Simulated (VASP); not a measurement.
Runs of VASP 6.6.1 on La. The structure is that of space group P6/mmm (No. 191), or close to it. The cells are those of the table. 

```tsv
task	cell	cutoff (eV)	gap on the mesh (eV)	pressure (GPa)
single point	a = 2.837, b = 2.837, c = 2.657 Å, angles 90.0, 90.0, 120.0°, 1 atom	520	none	65.3
relaxation of cell and atoms	relaxed to 65 GPa from a = 2.838, b = 2.838, c = 2.657 Å, angles 90.0, 90.0, 120.0°, 1 atom	600	none	65.0
single point	a = 2.838, b = 2.838, c = 2.657 Å, angles 90.0, 90.0, 120.0°, 1 atom	520	none	(a)
relaxation of cell and atoms	relaxed to 65 GPa from a = 2.834, b = 2.834, c = 2.664 Å, angles 90.0, 90.0, 120.0°, 1 atom	600	none	65.0
```

Alike in all rows: level PBE; potentials or basis VASP PAW PBE potentials, release 64 (La); no spin polarisation; k mesh 15 × 15 × 14; smearing fermi-dirac 0.05 eV.

Task: Fill in the values left out.

Result: (a) 65.1.

Caveats: spin-orbit coupling is left out, which moves the levels of the heavy elements; the cell is relaxed towards a set pressure, so the enthalpy falls and the energy may rise (some runs).

A k mesh can miss the band edges, and the runs leave out spin-orbit coupling on La.

A gap of «none» marks levels without a gap at the run's occupations.
